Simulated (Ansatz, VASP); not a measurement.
## Ge in VASP and in Ansatz

```
Ge
1.0
     0.01061    2.82877    2.82877
     2.82877    0.01061    2.82877
     2.83938    2.83938    0.00000
Ge
2
Direct
  0.50000 0.50000 0.50000
  0.75000 0.75000 0.75000
```

Change from the starting cell: strain +0.0075 x Voigt [0, 0, 0, 0, 0, 1], atoms carried along.

Alike in both runs: task single point; functional r2SCAN; k mesh 10 × 10 × 10; occupations gaussian, width 0.05 eV; no spin polarisation.

```csv
,VASP,Ansatz
version,VASP 6.6.1,Ansatz 0.2.0
potentials or method,"VASP PAW PBE potentials, release 64 (Ge_d), cutoff 520 eV","scalar-relativistic, plane waves, PAW"
valence electrons in the cell,28,28
```

|  | VASP | Ansatz | Ansatz less VASP |
| --- | --- | --- | --- |
| gap on the k mesh at the Fermi level (eV) | 0.40 | 0.43 | +0.029 |
| least direct gap on the mesh (eV) | 0.40 | 0.44 | +0.040 |
| pressure (GPa) | 0.7 | 0.7 | -0.05 |
| traceless stress, the component that is largest in VASP (GPa) | -0.67 | -0.67 | -0.002 |
| rms of the force components (eV/Å) | 0.038 | 0.036 | -0.0017 |

VASP's potentials were made for PBE, not for r2SCAN. Atom by atom the forces differ by 0.002 eV/Å (rms over components). With one functional, cell and mesh, what is left measures potentials, basis and numerics.
